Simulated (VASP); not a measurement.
# B2C3 (P-6m2) in VASP: a series of runs

Runs on B2C3. Level: PBE. Tasks: single point, relaxation of cell and atoms.

Program: VASP 6.6.1. These are calculated values, not measurements. Logs are shortened: lines on timing, memory, paths and dates and some standing lists are left out, and cuts for length are marked.

**1. The cell of the first run**

It takes space group P-6m2 (No. 187, hexagonal). Conventional cell: a = 3.832 Å, b = 3.832 Å, c = 5.224 Å, α = 90.00°, β = 90.00°, γ = 120.00°. B (site symmetry 3m) has 1 C at 1.09 Å and 1 B at 1.55 Å within 1.6 Å. Within 1.5 Å of C (site symmetry 3m) lie 1 B at 1.09 Å and 1 C at 1.49 Å. C (site symmetry -6m2) has 6 C at 2.33 Å and 6 B at 2.88 Å within 3.1 Å.

The cell was generated, and may not be a known phase.

**2. Single point, PBE**

The input, INCAR:

```
SYSTEM = B2C3
PREC = Accurate ; ENCUT = 520
EDIFF = 1E-6 ; ISMEAR = 0
SIGMA = 0.1 ; LREAL = .FALSE.
LASPH = .TRUE. ; NELM = 100
ALGO = Normal ; ISIF = 2
LWAVE = .FALSE. ; LCHARG = .TRUE.
GGA = PE ; LELF = .TRUE.
LVHAR = .TRUE. ; NBANDS = 17
```

The input, KPOINTS:

```
Automatic mesh
0
G
  6 6 4
  0 0 0
```

The input, POSCAR:

```
B2C3
1.0
    3.8320296300      0.0000000000      0.0000000000
   -1.9160148100      3.3186350000      0.0000000000
    0.0000000000      0.0000000000      5.2236205900
B C
2 3
Direct
    0.3333333300      0.6666666700      0.3515271400
    0.3333333300      0.6666666700      0.6484728600
    0.3333333300      0.6666666700      0.8573945000
    0.3333333300      0.6666666700      0.1426055000
    0.6666666700      0.3333333300      0.0000000000
```

Potentials or basis: VASP PAW PBE potentials, release 64 (B, C).

The run is started by

```sh
$ cat potpaw_PBE.64/B/POTCAR potpaw_PBE.64/C/POTCAR > POTCAR
$ mpirun -np 1 vasp_std > vasp.out
```

OUTCAR:

```text
SYSTEM = B2C3
   PREC = Accurate
   ENCUT = 520
   EDIFF = 1E-6
   ISMEAR = 0
   LREAL = .FALSE.
   LASPH = .TRUE.
   NELM = 100
   ISIF = 2
   GGA = PE

 ion  position               nearest neighbor table
   1  0.333  0.667  0.352-   4 1.09   2 1.55
   2  0.333  0.667  0.648-   3 1.09   1 1.55
   3  0.333  0.667  0.857-   2 1.09   4 1.49
   4  0.333  0.667  0.143-   1 1.09   3 1.49
   5  0.667  0.333  0.000-

  LATTYP: Found a hexagonal cell.
 ALAT       =     3.8320296300
 C/A-ratio  =     1.3631472338

  Lattice vectors:

 A1 = (   3.8320296300,   0.0000000000,   0.0000000000)
 A2 = (  -1.9160148100,   3.3186350000,   0.0000000000)
 A3 = (   0.0000000000,   0.0000000000,   5.2236205900)

Analysis of symmetry for initial positions (statically):
=====================================================================
 Subroutine PRICEL returns:
 Original cell was already a primitive cell.

 Routine SETGRP: Setting up the symmetry group for a
 hexagonal supercell.

 Subroutine GETGRP returns: Found 12 space group operations
 (whereof 12 operations were pure point group operations)
 out of a pool of 24 trial point group operations.

The static configuration has the point symmetry D_3h.

Analysis of symmetry for dynamics (positions and initial velocities):
=====================================================================
 Subroutine PRICEL returns:
 Original cell was already a primitive cell.

 Routine SETGRP: Setting up the symmetry group for a
 hexagonal supercell.

 Subroutine GETGRP returns: Found 12 space group operations
 (whereof 12 operations were pure point group operations)
 out of a pool of 24 trial point group operations.

The dynamic configuration has the point symmetry D_3h.

 Subroutine INISYM returns: Found 12 space group operations
 (whereof 12 operations are pure point group operations),
 and found     1 'primitive' translations

----------------------------------------------------------------------------------------

                                     Primitive cell

  volume of cell :      66.4293

  direct lattice vectors                    reciprocal lattice vectors
     3.832029630  0.000000000  0.000000000     0.260958316  0.150664354  0.000000000
    -1.916014810  3.318635000  0.000000000     0.000000000  0.301328709  0.000000000
     0.000000000  0.000000000  5.223620590     0.000000000  0.000000000  0.191438100

  length of vectors
     3.832029630  3.832029621  5.223620590     0.301328708  0.301328709  0.191438100

  position of ions in fractional coordinates (direct lattice)
     0.333333330  0.666666670  0.351527140
     0.333333330  0.666666670  0.648472860
     0.333333330  0.666666670  0.857394500
     0.333333330  0.666666670  0.142605500
     0.666666670  0.333333330  0.000000000

  ion indices of the primitive-cell ions
   primitive index   ion index
                 1           1
                 2           2
                 3           3
                 4           4
                 5           5

----------------------------------------------------------------------------------------

 KPOINTS: Automatic mesh

Automatic generation of k-mesh.
 Grid dimensions read from file:
 generate k-points for:    6    6    4

 Generating k-lattice:

  Cartesian coordinates                     Fractional coordinates (reciprocal lattice)
     0.043493053  0.025110726  0.000000000     0.166666667  0.000000000  0.000000000
     0.000000000  0.050221451  0.000000000     0.000000000  0.166666667  0.000000000
     0.000000000  0.000000000  0.047859525     0.000000000  0.000000000  0.250000000

  Length of vectors
     0.050221451  0.050221451  0.047859525

  Shift w.r.t. Gamma in fractional coordinates (k-lattice)
     0.000000000  0.000000000  0.000000000

 Subroutine IBZKPT returns following result:
 ===========================================

 Found     21 irreducible k-points:

 Following reciprocal coordinates:
            Coordinates               Weight
  0.000000  0.000000  0.000000      1.000000
  0.166667  0.000000  0.000000      6.000000
  0.333333  0.000000  0.000000      6.000000
  0.500000  0.000000  0.000000      3.000000
  0.166667  0.166667  0.000000      6.000000
  0.333333  0.166667  0.000000     12.000000
[... 13 lines left out ...]
  0.333333  0.166667  0.500000     12.000000
  0.333333  0.333333  0.500000      2.000000
   k-points           NKPTS =     21   k-points in BZ     NKDIM =     21   number of bands    NBANDS=     17
   number of dos      NEDOS =    301   number of ions     NIONS =      5
   total plane-waves  NPLWV =  36000
   dimension x,y,z NGX =    30 NGY =   30 NGZ =   40
   dimension x,y,z NGXF=    60 NGYF=   60 NGZF=   80
   ions per type =               2   3
   NGX,Y,Z   is equivalent  to a cutoff of  13.01, 13.01, 12.73 a.u.
   NGXF,Y,Z  is equivalent  to a cutoff of  26.03, 26.03, 25.46 a.u.
 SYSTEM =  B2C3
   PREC   = accura    normal or accurate (medium, high low for compatibility)
   ISTART =      0    job   : 0-new  1-cont  2-samecut
   ICHARG =      2    charge: 1-file 2-atom 10-const
   ISPIN  =      1    spin polarized calculation?
   LNONCOLLINEAR =      F non collinear calculations
   LSORBIT =      F    spin-orbit coupling
   LASPH  =      T    aspherical Exc in radial PAW
   ENCUT  =  520.0 eV  38.22 Ry    6.18 a.u.   7.13  7.13  9.71*2*pi/ulx,y,z
   NELM   =    100;   NELMIN=  2; NELMDL= -5     # of ELM steps
   EDIFF  = 0.1E-05   stopping-criterion for ELM
   LREAL  =      F    real-space projection
   EDIFFG = 0.1E-04   stopping-criterion for IOM
   NSW    =      0    number of steps for IOM
   IBRION =     -1    ionic relax: 0-MD 1-quasi-New 2-CG
   NFREE  =      0    steps in history (QN), initial steepest desc. (CG)
   ISIF   =      2    stress and relaxation
   ISYM   =      2    0-nonsym 1-usesym 2-fastsym
   POTIM  = 0.5000    time-step for ionic-motion
   TEBEG  =    0.0;   TEEND  =   0.0 temperature during run
   PSTRESS=    0.0 pullay stress
   NELECT =      18.0000    total number of electrons
   NUPDOWN=      -1.0000    fix difference up-down
   EMIN   =  10.00;   EMAX   =-10.00  energy-range for DOS
   EFERMI =   0.00;   METHOD = LEGACY
   ISMEAR =     0;   SIGMA  =   0.10  broadening in eV -4-tet -1-fermi 0-gaus
   EFERMI_NEDOS =   21; number of points for ismear=-14 and -15
   IALGO  =     38    algorithm
   IMIX   =      4    mixing-type and parameters
     AMIX     =   0.40;   BMIX     =  1.00
     AMIX_MAG =   1.60;   BMIX_MAG =  1.00
  volume/ion in A,a.u.               =      13.29        89.66
  Fermi-wavevector in a.u.,A,eV,Ry     =   1.059365  2.001910 15.269199  1.122254
  Thomas-Fermi vector in A             =   2.194708
   LORBIT       =      0    0 simple, 1 ext, 2 COOP (PROOUT), +10 PAW based schemes
   GGA     = PE    functional components
   LHFCALC =     F    Hartree Fock is set to
   AEXX    =    0.0000 exact exchange contribution
   IVDW    =     0    specifies the selected vdW correction
   LEPSILON=     F    determine dielectric tensor
   LRPA    =     F    only Hartree local field effects (RPA)
 non-spin polarized calculation
 Gauss-broadening in eV      SIGMA  =   0.10
  energy-cutoff  :      520.00
  volume of cell :       66.43
 maximum number of plane-waves:      1815
 NGX is ok and might be reduce to    30
   NGX = 15   NGY = 15   NGZ = 19

 number of electron      18.0000002 magnetization

 Free energy of the ion-electron system (eV)
  ---------------------------------------------------
  ext. energy  EPLUGINS =         0.00000000
  ---------------------------------------------------
  free energy    TOTEN  =       -22.83863097 eV

  energy without entropy =      -22.83329359  energy(sigma->0) =      -22.83596228

 E-fermi :   0.7019     XC(G=0):  -8.5219

 val. band max:        0.5703153200   @ k =   0.3333   0.0000   0.0000
 cond. band min:       0.7052199442   @ k =   0.1667   0.0000   0.0000
 fundamental gap:      0.1349046241
 Fermi energy:         0.7018589606

 k-point     1 :       0.0000    0.0000    0.0000
  band No.  band energies     occupation
      1     -14.0717      2.00000
      2     -10.2282      2.00000
      3      -7.6485      2.00000
      4      -6.3638      2.00000
      5      -3.9934      2.00000
      6      -3.5891      2.00000
[... 9 lines left out ...]
     16      10.0872      0.00000
     17      11.5007      0.00000

 k-point     2 :       0.1667    0.0000    0.0000
  band No.  band energies     occupation
      1     -13.8994      2.00000
      2     -10.1594      2.00000
      3      -7.9216      2.00000
      4      -6.7950      2.00000
      5      -3.9554      2.00000
      6      -3.8021      2.00000
[... 9 lines left out ...]
     16      10.3202      0.00000
     17      11.2798      0.00000

 k-point     3 :       0.3333    0.0000    0.0000
  band No.  band energies     occupation
      1     -13.4818      2.00000
      2     -10.0142      2.00000
      3      -8.8817      2.00000
      4      -6.8996      2.00000
      5      -4.1614      2.00000
      6      -3.8357      2.00000
[... 9 lines left out ...]
     16      10.8599      0.00000
     17      11.3009      0.00000

 k-point     4 :       0.5000    0.0000    0.0000
  band No.  band energies     occupation
      1     -13.2130      2.00000
      2      -9.9375      2.00000
      3      -9.4263      2.00000
      4      -6.8514      2.00000
      5      -4.3177      2.00000
      6      -3.7536      2.00000
[... 9 lines left out ...]
     16      11.0045      0.00000
     17      11.8289      0.00000
[... 283 lines left out ...]
      1     -13.5337      2.00000
      2     -10.3611      2.00000
      3      -8.5496      2.00000
      4      -6.3609      2.00000
      5      -4.2201      2.00000
      6      -3.9823      2.00000
[... 9 lines left out ...]
     16       9.9735      0.00000
     17      10.3579      0.00000

 k-point    20 :       0.3333    0.1667    0.5000
  band No.  band energies     occupation
      1     -13.1570      2.00000
      2     -10.2127      2.00000
      3      -9.3222      2.00000
      4      -6.3781      2.00000
      5      -4.4473      2.00000
      6      -4.0320      2.00000
[... 9 lines left out ...]
     16       9.9161      0.00000
     17      10.5323      0.00000

 k-point    21 :       0.3333    0.3333    0.5000
  band No.  band energies     occupation
      1     -13.0089      2.00000
      2     -10.1623      2.00000
      3      -9.5518      2.00000
      4      -6.3735      2.00000
      5      -4.8235      2.00000
      6      -3.9585      2.00000
[... 9 lines left out ...]
     16       9.5839      0.00000
     17      11.0478      0.00000

------------------------ aborting loop because EDIFF is reached ----------------------------------------

  FORCE on cell =-STRESS in cart. coord.  units (eV):
  Direction    XX          YY          ZZ          XY          YZ          ZX
  --------------------------------------------------------------------------------------
  -------------------------------------------------------------------------------------
  Total       -3.4493560     -3.4493560     66.5854522     -0.0000000      0.0000000     -0.0000000
  in kB      -83.1933524    -83.1933521   1605.9423941     -0.0000001      0.0000000     -0.0000000
  external PRESSURE =     479.8518965 kB  Pullay stress =       0.0000000 kB

 VOLUME and BASIS-vectors are now :
 -----------------------------------------------------------------------------
  energy-cutoff  :      520.00
  volume of cell :       66.43
      direct lattice vectors                 reciprocal lattice vectors
     3.832029630  0.000000000  0.000000000     0.260958316  0.150664354  0.000000000
    -1.916014810  3.318635000  0.000000000     0.000000000  0.301328709  0.000000000
     0.000000000  0.000000000  5.223620590     0.000000000  0.000000000  0.191438100

 POSITION                                       TOTAL-FORCE (eV/Angst)
 -----------------------------------------------------------------------------------
     -0.00000      2.21242      1.83624        -0.000000      0.000000     30.287090
     -0.00000      2.21242      3.38738        -0.000000     -0.000000    -30.287090
     -0.00000      2.21242      4.47870         0.000000     -0.000000     34.585614
     -0.00000      2.21242      0.74492         0.000000      0.000000    -34.585614
      1.91601      1.10621      0.00000        -0.000000      0.000000      0.000000
 -----------------------------------------------------------------------------------
    total drift:                                0.000024     -0.000014     -0.000000

  FREE ENERGIE OF THE ION-ELECTRON SYSTEM (eV)
  ---------------------------------------------------
  free  energy   TOTEN  =       -22.8386309690 eV

  energy  without entropy=      -22.8332935858  energy(sigma->0) =      -22.83596228
```

Run time: 18 s. Hardware: 1 thread of Intel Xeon 6975P-C (Granite Rapids), shared host; peak memory 0.17 GiB.

What came out:

| Property | Result |
| --- | --- |
| Free energy | -22.8386 eV |
| Pressure | 48.0 GPa |
| Largest force | 34.586 eV/Å |
| Band gap on the k mesh | zero (bands 9 and 10 overlap by 0.48 eV) |

Forces on the atoms (eV/Å):
```
B     0.000   0.000  30.287
B     0.000   0.000 -30.287
C     0.000   0.000  34.586
C     0.000   0.000 -34.586
C     0.000   0.000   0.000
```

Stress tensor (GPa, compression positive):
```
 -8.32   0.00   0.00
  0.00  -8.32   0.00
  0.00   0.00 160.59
```

Caveat: atoms lie so close that the PAW spheres overlap strongly, which falsifies energies and pressures; the stress differs along the axes, from -8 to 161 GPa; forces of over 1 eV/Å act on the atoms, so gaps and moduli don't describe the material at rest.

(Part 1 of 2 ends here.)

The gap in the log of VASP goes by the Fermi energy; the results here count the filled bands.